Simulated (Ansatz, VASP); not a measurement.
# One calculation of Zr, two programs

```
Zr
1.0
    -1.58978    1.58978    2.41862
     1.58978   -1.58978    2.41862
     1.58978    1.58978   -2.41862
Zr
1
Direct
  0.00000 0.00000 0.00000
```

Alike in both runs: task single point; functional PBEsol; k mesh 8 × 8 × 8; occupations gaussian, width 0.1 eV; no spin polarisation.

```csv
,VASP,Ansatz
version,VASP 6.6.1,Ansatz 0.2.0
potentials or method,"VASP PAW PBE potentials, release 64 (Zr_sv), cutoff 500 eV","scalar-relativistic, plane waves, PAW"
valence electrons in the cell,12,12
```

```csv
,VASP,Ansatz,Ansatz less VASP
gap on the k mesh at the Fermi level (eV),none,none,-
pressure (GPa),-8.0,-8.0,-0.07
"traceless stress, the component that is largest in VASP (GPa)",-1.96,-1.96,+0.003
```

VASP's potentials were made for PBE, not for PBEsol. A gap of «none» marks a metal or a gap that the smearing closes.
